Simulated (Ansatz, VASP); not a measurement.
**One calculation of As2Pt, two programs**

POSCAR

```
As2Pt
1.0
    5.9486747969      0.0000000000      0.0000000000
    0.0000000000      5.9486747969      0.0000000000
    0.0000000000      0.0000000000      5.9486747969
As Pt
8 4
Direct
    0.3840512993      0.3840512993      0.3840512993
    0.1159487007      0.6159487007      0.8840512993
    0.8840512993      0.1159487007      0.6159487007
    0.6159487007      0.8840512993      0.1159487007
    0.6159487007      0.6159487007      0.6159487007
    0.8840512993      0.3840512993      0.1159487007
    0.1159487007      0.8840512993      0.3840512993
    0.3840512993      0.1159487007      0.8840512993
    0.0000000000      0.0000000000      0.0000000000
    0.5000000000      0.0000000000      0.5000000000
    0.5000000000      0.5000000000      0.0000000000
    0.0000000000      0.5000000000      0.5000000000
```

File INCAR.step1:

```
SYSTEM = As2Pt
PREC = Accurate ; ENCUT = 550
ISMEAR = 0 ; SIGMA = 0.01
LREAL = .False. ; LASPH = .True.
NELM = 120 ; NBANDS = 52
GGA = PE ; ALGO = Normal
EDIFF = 1E-5 ; LWAVE = .True.
LCHARG = .False. ; GGA_COMPAT = .False.
```

Contents of INCAR.step2:

```
SYSTEM = As2Pt
PREC = Accurate ; ENCUT = 550
EDIFF = 1E-6 ; ISMEAR = 0
SIGMA = 0.01 ; LREAL = .False.
LASPH = .True. ; NELM = 120
ALGO = Normal ; ISIF = 2
LWAVE = .False. ; LCHARG = .False.
METAGGA = R2SCAN ; LMIXTAU = .True.
NBANDS = 52 ; ISTART = 1
GGA_COMPAT = .False.
```

File KPOINTS:

```
Automatic mesh
0
Gamma
  4 4 4
  0 0 0
```

Input for Ansatz:

```yaml
crystal:
  lattice:
    - [5.9486747969, 0.0, 0.0]
    - [0.0, 5.9486747969, 0.0]
    - [0.0, 0.0, 5.9486747969]
  atoms:
    - { symbol: As, position: [0.3840512993, 0.3840512993, 0.3840512993] }
    - { symbol: As, position: [0.1159487007, 0.6159487007, 0.8840512993] }
    - { symbol: As, position: [0.8840512993, 0.1159487007, 0.6159487007] }
    - { symbol: As, position: [0.6159487007, 0.8840512993, 0.1159487007] }
    - { symbol: As, position: [0.6159487007, 0.6159487007, 0.6159487007] }
    - { symbol: As, position: [0.8840512993, 0.3840512993, 0.1159487007] }
    - { symbol: As, position: [0.1159487007, 0.8840512993, 0.3840512993] }
    - { symbol: As, position: [0.3840512993, 0.1159487007, 0.8840512993] }
    - { symbol: Pt, position: [0.0, 0.0, 0.0] }
    - { symbol: Pt, position: [0.5, 0.0, 0.5] }
    - { symbol: Pt, position: [0.5, 0.5, 0.0] }
    - { symbol: Pt, position: [0.0, 0.5, 0.5] }
kpoints:
  mp_grid: { grid: [4, 4, 4] }
hamiltonian:
  xc: r2scan
scf:
  occupations: { method: fixed }
  n_extra_bands: 7
output:
  forces: true
  stress: true
  eigenvalues: true
```

Alike in both runs: task single point; functional r2SCAN; k mesh 4 × 4 × 4; no spin polarisation.

```csv
,VASP,Ansatz
version,VASP 6.6.1,Ansatz 0.2.0
potentials or method,"VASP PAW PBE potentials, release 64 (As, Pt)","plane waves, PAW"
plane-wave cutoff (eV),550,500
occupations,"gaussian, width 0.01 eV",fixed
valence electrons in the cell,80,192
```

```csv
,VASP,Ansatz,Ansatz less VASP
gap on the k mesh at the Fermi level (eV),0.80,0.81,+0.010
pressure (GPa),5.0,5.0,0.00
rms of the force components (eV/Å),0.029,0.023,-0.0063
```

VASP's potentials were made for PBE, not for r2SCAN. Atom by atom the forces differ by 0.006 eV/Å (rms over components). VASP's potentials hold 80 valence electrons a cell and Ansatz's 192, so a difference there can come from the potentials and not from the codes.

Spin-orbit coupling is off throughout.
